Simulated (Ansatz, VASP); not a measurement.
**Two plane-wave programs on BaTiO3**

```xyz
5
Lattice="4.3135 0.0000 0.0000 0.0000 4.3135 0.0000 0.0000 0.0000 4.1539" Properties=species:S:1:pos:R:3 pbc="T T T"
Ba    0.0000    0.0000    0.0000
Ti    2.1567    2.1567    2.0769
O     2.1567    2.1567    0.0000
O     2.1567    0.0000    2.0769
O     0.0000    2.1567    2.0769
```

Change from the starting cell: strain +0.080 along x and y, +0.040 along z, atoms carried along.

Alike in both runs: task single point; functional r2SCAN; k mesh 8 × 8 × 8; occupations gaussian, width 0.05 eV; no spin polarisation.

|  | VASP | Ansatz |
| --- | --- | --- |
| version | VASP 6.6.1 | Ansatz 0.2.0 |
| potentials or method | VASP PAW PBE potentials, release 64 (Ba_sv, Ti_sv, O), cutoff 520 eV | scalar-relativistic, plane waves, PAW |
| valence electrons in the cell | 40 | 40 |

|  | VASP | Ansatz | Ansatz less VASP |
| --- | --- | --- | --- |
| gap on the k mesh at the Fermi level (eV) | 1.63 | 1.64 | +0.007 |
| least direct gap on the mesh (eV) | 1.91 | 1.89 | -0.014 |
| pressure (GPa) | -21.5 | -22.4 | -0.96 |
| traceless stress, the component that is largest in VASP (GPa) | 1.98 | 1.86 | -0.112 |

VASP's potentials were made for PBE, not for r2SCAN.

Neither program's run includes spin-orbit coupling.
